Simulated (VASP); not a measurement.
# LaCuIr4 (F-43m) in VASP: a series of runs, part 2 of 2

VASP 6.6.1. Earlier steps stand in the parts before.

**4. Relaxation of cell and atoms, PBE**

File INCAR:

```
PREC = Accurate
ENCUT = 600
EDIFF = 1E-6
ISMEAR = 0
SIGMA = 0.1
LREAL = False
LASPH = True
NELM = 100
ALGO = Normal
ISIF = 3
LWAVE = False
LCHARG = False
GGA = PE
IBRION = 2
NSW = 90
EDIFFG = -0.04
```

File KPOINTS:

```
Automatic mesh
0
Gamma
  4 4 4
```

File POSCAR:

```
LaCuIr4
1.0
    0.0000000000      3.6051541400      3.6051541400
    3.6051541400      0.0000000000      3.6051541400
    3.6051541400      3.6051541400      0.0000000000
La Cu Ir
1 1 4
Direct
    0.0000000000      0.0000000000      0.0000000000
    0.7500000000      0.7500000000      0.7500000000
    0.8748289600      0.3750570100      0.3750570100
    0.3750570100      0.3750570100      0.3750570100
    0.3750570100      0.8748289600      0.3750570100
    0.3750570100      0.3750570100      0.8748289600
```

Started as:

```console
> cat potpaw_PBE.64/La/POTCAR potpaw_PBE.64/Cu/POTCAR potpaw_PBE.64/Ir/POTCAR > POTCAR
> mpirun -np 1 vasp_std > vasp.out
```

Run time: 6 min. Hardware: 1 thread of AMD EPYC 9755, shared host; peak memory 0.27 GiB.

It converged, with:

| Property | Result |
| --- | --- |
| Free energy | -44.7653 eV |
| Relaxed volume | 17.80 Å³/atom |
| Relaxed cell | a = 5.326 Å, b = 5.326 Å, c = 5.326 Å, α = 60.00°, β = 60.00°, γ = 60.00° |
| Space group after relaxing (to 0.1 Å) | F-43m (No. 216) |
| Pressure after relaxing | 0.0 GPa |
| Largest force after relaxing | 0.034 eV/Å |
| Band gap on the k mesh | zero (bands 29 and 30 overlap by 1.27 eV) |

Forces in eV/Å, atoms in the order of the input:
```
La   0.000  0.000  0.000
Cu   0.000  0.000  0.000
Ir  -0.020  0.020  0.020
Ir  -0.020 -0.020 -0.020
Ir   0.020 -0.020  0.020
Ir   0.020  0.020 -0.020
```

Final structure:
```yaml
crystal:
  lattice:
    - [0.00000, 3.76605, 3.76605]
    - [3.76605, 0.00000, 3.76605]
    - [3.76605, 3.76605, 0.00000]
  atoms:
    - { symbol: La, position: [0.00000, 0.00000, 0.00000] }
    - { symbol: Cu, position: [0.75000, 0.75000, 0.75000] }
    - { symbol: Ir, position: [0.87376, 0.37541, 0.37541] }
    - { symbol: Ir, position: [0.37541, 0.37541, 0.37541] }
    - { symbol: Ir, position: [0.37541, 0.87376, 0.37541] }
    - { symbol: Ir, position: [0.37541, 0.37541, 0.87376] }
```

Levels at points of the mesh, in eV from the Fermi level:
| k point | band 25 | band 26 | band 27 | band 28 | band 29 | band 30 | band 31 | band 32 | band 33 | band 34 |
| --- | --- | --- | --- | --- | --- | --- | --- | --- | --- | --- |
| (0.00, 0.00, 0.00) | -0.30 | -0.30 | -0.30 | 0.99 | 1.01 | 1.01 | 1.01 | 2.22 | 2.22 | 2.48 |
| (0.50, 0.00, 0.00) | -1.18 | -0.44 | -0.41 | -0.41 | -0.01 | -0.01 | 1.19 | 2.32 | 2.32 | 2.48 |
| (0.50, 0.50, 0.00) | -1.08 | -1.08 | -0.93 | -0.26 | -0.26 | -0.26 | 0.08 | 0.46 | 3.10 | 3.82 |

Caveat: the k points lie up to 0.36 Å⁻¹ apart in the final cell, too coarse for converged energies and pressures of a metal; spin-orbit coupling is left out, which moves the levels of the heavy elements.

**5. Single point, PBE**

This run uses another cell than the first one, of 17.80 Å³/atom.

File INCAR:

```
PREC = Accurate ; ENCUT = 520
EDIFF = 1E-6 ; ISMEAR = 0
SIGMA = 0.1 ; LREAL = F
LASPH = T ; NELM = 80
ALGO = Fast ; ISIF = 2
LWAVE = F ; LCHARG = F
GGA = PE ; NBANDS = 38
```

File KPOINTS:

```
Automatic mesh
0
Gamma
  10 10 10
```

File POSCAR:

```
LaCuIr4
1.0
    0.0000000000      3.7655429718      3.7655429718
    3.7655429718      0.0000000000      3.7655429718
    3.7655429718      3.7655429718      0.0000000000
La Cu Ir
1 1 4
Direct
    0.0000000000      0.0000000000      0.0000000000
    0.2500000000      0.2500000000      0.2500000000
    0.6245343449      0.6245343449      0.1263969653
    0.6245343449      0.1263969653      0.6245343449
    0.1263969653      0.6245343449      0.6245343449
    0.6245343449      0.6245343449      0.6245343449
```

Started as:

```console
> cat potpaw_PBE.64/La/POTCAR potpaw_PBE.64/Cu/POTCAR potpaw_PBE.64/Ir/POTCAR > POTCAR
> mpirun -np 1 vasp_std > vasp.out
```

It took 17 min on 1 thread of AMD EPYC 9755, shared host; peak memory 0.38 GiB.

Results (log left out):

```
Free energy            : -44.8044 eV
Pressure               : 0.1 GPa
Largest force          : 0.013 eV/Å
Band gap on the k mesh : zero (bands 29 and 30 overlap by 1.25 eV)
```

Forces in eV/Å, atoms in the order of the input:
```
La   0.000  0.000  0.000
Cu   0.000  0.000  0.000
Ir  -0.008 -0.008  0.008
Ir  -0.008  0.008 -0.008
Ir   0.008 -0.008 -0.008
Ir   0.008  0.008  0.008
```

Levels at points of the mesh, in eV from the Fermi level:
```csv
k point,band 26,band 27,band 28,band 29,band 30,band 31,band 32,band 33
"(0.00, 0.00, 0.00)",-0.34,-0.34,0.92,0.94,0.94,0.94,2.15,2.15
"(0.50, 0.00, 0.00)",-0.49,-0.46,-0.46,-0.05,-0.05,1.13,2.25,2.25
"(0.50, 0.50, 0.00)",-1.14,-0.99,-0.31,-0.31,-0.31,0.04,0.40,3.77
```

Caveat: spin-orbit coupling is left out, which moves the levels of the heavy elements.

**6. Relaxation of cell and atoms, PBE**

This run uses another cell than the first one, of 17.80 Å³/atom.

File INCAR:

```
SYSTEM = LaCuIr4
  ALGO = Fast
  EDIFF = 1E-6
  EDIFFG = -0.01
  ENCUT = 600
  GGA = PE
  IBRION = 2
  ISIF = 3
  ISMEAR = 0
  LASPH = .True.
  LCHARG = .False.
  LREAL = .False.
  LWAVE = .False.
  NELM = 60
  NSW = 100
  PREC = Accurate
  SIGMA = 0.1
```

File KPOINTS:

```
k-points
0
Gamma
  10 10 10
  0 0 0
```

File POSCAR:

```
LaCuIr4
1.0
    0.0000000000      3.7655403753      3.7655403753
    3.7655403753      0.0000000000      3.7655403753
    3.7655403753      3.7655403753      0.0000000000
La Cu Ir
1 1 4
Direct
    0.0000000000      0.0000000000      0.0000000000
    0.2500000000      0.2500000000      0.2500000000
    0.6245980648      0.6245980648      0.1262058055
    0.6245980648      0.1262058055      0.6245980648
    0.1262058055      0.6245980648      0.6245980648
    0.6245980648      0.6245980648      0.6245980648
```

Potentials or basis: VASP PAW PBE potentials, release 64 (La, Cu, Ir).

Started as:

```console
> cat potpaw_PBE.64/La/POTCAR potpaw_PBE.64/Cu/POTCAR potpaw_PBE.64/Ir/POTCAR > POTCAR
> mpirun -np 1 vasp_std > vasp.out
```

OUTCAR:

```text
SYSTEM = LaCuIr4
   EDIFF = 1E-6
   EDIFFG = -0.01
   ENCUT = 600
   GGA = PE
   IBRION = 2
   ISIF = 3
   ISMEAR = 0
   LASPH = .True.
   LREAL = .False.
   NELM = 60
   NSW = 100
   PREC = Accurate

 ion  position               nearest neighbor table
   1  0.000  0.000  0.000-   4 3.12   5 3.12   3 3.12   3 3.12   4 3.12   5 3.12   6 3.12   6 3.12
                             6 3.12   3 3.12   4 3.12   5 3.12
   2  0.250  0.250  0.250-
   3  0.625  0.625  0.126-   4 2.65   5 2.65   6 2.65   4 2.67   5 2.67   6 2.67   1 3.12   1 3.12
                             1 3.12
   4  0.625  0.126  0.625-   3 2.65   5 2.65   6 2.65   5 2.67   3 2.67   6 2.67   1 3.12   1 3.12
                             1 3.12
   5  0.126  0.625  0.625-   3 2.65   4 2.65   6 2.65   4 2.67   3 2.67   6 2.67   1 3.12   1 3.12
                             1 3.12
   6  0.625  0.625  0.625-   3 2.65   4 2.65   5 2.65   5 2.67   4 2.67   3 2.67   1 3.12   1 3.12
                             1 3.12

[... 323 lines left out ...]

 E-fermi :   8.0148     XC(G=0): -12.2814

 val. band max:        8.0136559010   @ k =   0.2000   0.2000   0.0000
 cond. band min:       8.0174567866   @ k =   0.2000   0.1000   0.0000
 fundamental gap:      0.0038008856
 Fermi energy:         8.0147959853

 k-point     1 :       0.0000    0.0000    0.0000
  band No.  band energies     occupation
      1     -23.0779      2.00000
      2      -7.1016      2.00000
      3      -7.1016      2.00000
      4      -7.1016      2.00000
      5      -0.6414      2.00000
      6       2.0841      2.00000
[... 877 lines left out ...]
     33      10.8557      0.00000
     34      11.3915      0.00000

 [... further k-points ...]

------------------------ aborting loop because EDIFF is reached ----------------------------------------

  FORCE on cell =-STRESS in cart. coord.  units (eV):
  Direction    XX          YY          ZZ          XY          YZ          ZX
  --------------------------------------------------------------------------------------
  -------------------------------------------------------------------------------------
  Total       -0.0094483     -0.0094483     -0.0094483      0.0000000      0.0000000      0.0000000
  in kB       -0.1416392     -0.1416392     -0.1416392      0.0000000      0.0000000      0.0000000
  external PRESSURE =      -0.1416392 kB  Pullay stress =       0.0000000 kB
[... 21 lines left out ...]
  FREE ENERGIE OF THE ION-ELECTRON SYSTEM (eV)
  ---------------------------------------------------
  free  energy   TOTEN  =       -44.8054775431 eV

  energy  without entropy=      -44.7640294803  energy(sigma->0) =      -44.78475351

 reached required accuracy - stopping structural energy minimisation
```

CONTCAR:

```text
LaCuIr4
   1.00000000000000
    -0.0000000000000000    3.7666080530768640    3.7666080530768640
     3.7666080530768640   -0.0000000000000000    3.7666080530768640
     3.7666080530768640    3.7666080530768640    0.0000000000000000
  La              Cu              Ir
     1     1     4
Direct
     0.0000000000000000    0.0000000000000000    0.0000000000000000
     0.2500000000000000    0.2500000000000000    0.2500000000000000
     0.6245755259653317    0.6245755259653317    0.1262734220039960
     0.6245755259653317    0.1262734220039960    0.6245755259653317
     0.1262734220039960    0.6245755259653317    0.6245755259653317
     0.6245755259653317    0.6245755259653317    0.6245755259653317

  0.00000000E+00  0.00000000E+00  0.00000000E+00
  0.00000000E+00  0.00000000E+00  0.00000000E+00
  0.00000000E+00  0.00000000E+00  0.00000000E+00
  0.00000000E+00  0.00000000E+00  0.00000000E+00
  0.00000000E+00  0.00000000E+00  0.00000000E+00
  0.00000000E+00  0.00000000E+00  0.00000000E+00
```

It took 47 min on 1 thread of AMD EPYC 9755, shared host; peak memory 0.51 GiB.

Results:

| Quantity | Value |
| --- | --- |
| Free energy | -44.8055 eV |
| Relaxed volume | 17.81 Å³/atom |
| Relaxed cell | a = 5.327 Å, b = 5.327 Å, c = 5.327 Å, α = 60.00°, β = 60.00°, γ = 60.00° |
| Space group after relaxing (to 0.1 Å) | F-43m (No. 216) |
| Energy gained by relaxing | 0.0 meV/atom |
| Ionic steps | 4 |
| Pressure after relaxing | 0.0 GPa |
| Largest force after relaxing | 0.009 eV/Å |
| Band gap on the k mesh | zero (bands 29 and 30 overlap by 1.25 eV) |

Forces on the atoms (eV/Å):
```
La   0.000  0.000  0.000
Cu   0.000  0.000  0.000
Ir   0.005  0.005 -0.005
Ir   0.005 -0.005  0.005
Ir  -0.005  0.005  0.005
Ir  -0.005 -0.005 -0.005
```

The path:
| step | energy change (eV) | largest force (eV/Å) | pressure (GPa) | volume (Å³) |
| --- | --- | --- | --- | --- |
| 1 | 0.0000 | 0.0170 | 0.15 | 106.79 |
| 2 | 0.0000 | 0.0148 | -0.31 | 107.04 |
| 3 | -0.0002 | 0.0028 | -0.12 | 106.93 |
| 4 | -0.0002 | 0.0087 | -0.01 | 106.88 |

Final structure:
```
La Cu Ir
1.0
     0.00000    3.76661    3.76661
     3.76661    0.00000    3.76661
     3.76661    3.76661    0.00000
La Cu Ir
1 1 4
Cartesian
  0.0000 0.0000 0.0000
  1.8833 1.8833 1.8833
  2.8282 2.8282 4.7051
  2.8282 4.7051 2.8282
  4.7051 2.8282 2.8282
  4.7051 4.7051 4.7051
```

Caveat: spin-orbit coupling is left out, which moves the levels of the heavy elements.

**7. Overview**

| task | cell | k mesh | cutoff (eV) | gap on the mesh (eV) | pressure (GPa) | relaxed volume (Å³/atom) | largest force (eV/Å) |
| --- | --- | --- | --- | --- | --- | --- | --- |
| single point | a = 5.098 Å, angles 60.0°, 6 atoms, atomic positions A | 4 × 4 × 4 | 520 | none | 34.1 | - | 0.25 |
| single point | a = 5.325 Å, angles 60.0°, 6 atoms, atomic positions B | 4 × 4 × 4 | 520 | none | 0.1 | - | 0.03 |
| relaxation of cell and atoms | relaxed from a = 5.098 Å, angles 60.0°, 6 atoms, atomic positions A | 4 × 4 × 4 | 600 | none | 0.0 | 17.80 | 0.03 |
| single point | a = 5.325 Å, angles 60.0°, 6 atoms, atomic positions C | 10 × 10 × 10 | 520 | none | 0.1 | - | 0.01 |
| relaxation of cell and atoms | relaxed from a = 5.325 Å, angles 60.0°, 6 atoms, atomic positions B | 10 × 10 × 10 | 600 | none | 0.0 | 17.81 | 0.01 |

Alike in all rows: level PBE; potentials or basis VASP PAW PBE potentials, release 64 (La, Cu, Ir); no spin polarisation; smearing gaussian 0.1 eV.

Caveats: some runs use coarse meshes; spin-orbit coupling is left out, which moves the levels of the heavy elements.

Total energies depend on the potentials used, so only differences within one code and one set of settings carry meaning.

The gap in the log of VASP goes by the Fermi energy; the results here count the filled bands.